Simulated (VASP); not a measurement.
Write the native input for VASP 6.6.1 that does the following.

```yaml
Task: relaxation of cell and atoms
Functional: r2SCAN
Potentials_or_basis: VASP PAW PBE potentials, release 64 (Mo_sv, N)
Cutoff: 600 eV
k_mesh: 9 × 9 × 4
Occupations: gaussian, width 0.1 eV
Spin: no spin polarisation
Target_pressure: 20.4 GPa
Dipole_correction: no
Further_INCAR_settings: ALGO = Normal; EDIFF = 1e-07; IBRION = 2; EDIFFG = -0.05; NSW = 80; ISIF = 3
```

The system is MoN2.

```xyz
6
Lattice="2.9837 0.0000 0.0000 -1.4919 2.5840 0.0000 0.0000 0.0000 7.3237" Properties=species:S:1:pos:R:3 pbc="T T T"
Mo    0.0000    1.7226    1.8309
Mo    1.4919    0.8613    5.4928
N     0.0000    1.7226    4.4268
N     1.4919    0.8613    0.7650
N     0.0000    1.7226    6.5588
N     1.4919    0.8613    2.8969
```

One way to write it, as run:

POSCAR

```
MoN2
1.0
    2.9837107670      0.0000000000      0.0000000000
   -1.4918553835      2.5839693218      0.0000000000
    0.0000000000      0.0000000000      7.3237474332
Mo N
2 4
Direct
    0.3333333333      0.6666666667      0.2500000000
    0.6666666667      0.3333333333      0.7500000000
    0.3333333333      0.6666666667      0.6044491754
    0.6666666667      0.3333333333      0.1044491754
    0.3333333333      0.6666666667      0.8955508246
    0.6666666667      0.3333333333      0.3955508246
```

INCAR.step1

```
ALGO = Normal
EDIFF = 1E-4
ENCUT = 600
GGA = PE
ISMEAR = 0
LASPH = True
LCHARG = False
LREAL = False
LWAVE = True
NELM = 100
PREC = Accurate
SIGMA = 0.1
```

INCAR.step2

```
ALGO = Normal
EDIFF = 1E-7
EDIFFG = -0.05
ENCUT = 600
IBRION = 2
ISIF = 3
ISMEAR = 0
ISTART = 1
LASPH = True
LCHARG = False
LMIXTAU = True
LREAL = False
LWAVE = False
METAGGA = R2SCAN
NELM = 100
NSW = 80
PREC = Accurate
PSTRESS = 204.0
SIGMA = 0.1
```

KPOINTS

```
k-points
0
Gamma
  9 9 4
```

Potentials or basis: VASP PAW PBE potentials, release 64 (Mo_sv, N).

Run with:

```bash
$ cat potpaw_PBE.64/Mo_sv/POTCAR potpaw_PBE.64/N/POTCAR > POTCAR
$ cp INCAR.step1 INCAR
$ mpirun -np 1 vasp_std > vasp.out
$ cp INCAR.step2 INCAR
$ mpirun -np 1 vasp_std > vasp.out
```

Results of the run:

```
Relaxed volume                                         : 9.42 Å³/atom
Relaxed cell                                           : a = 3.020 Å, b = 3.020 Å, c = 7.158 Å, α = 90.00°, β = 90.00°, γ = 120.00°
Space group after relaxing (to 0.05 Å)                 : P6_3/mmc (No. 194)
Energy change on relaxing (the enthalpy is what falls) : -5.5 meV/atom
Ionic steps                                            : 7
Pressure after relaxing                                : 20.2 GPa
Band gap on the k mesh                                 : zero (band 24 reaches 11.19 eV, above the bottom of band 25 at 9.62 eV)
```

Caveat: the cell is relaxed towards a set pressure, so the enthalpy falls and the energy may rise; the PAW data sets were made with another functional, which shifts forces and pressure a little.

It took 12 min on 1 thread of Intel(R) Xeon(R) 6975P-C (Granite Rapids), on a shared host, peak memory 0.23 GiB.
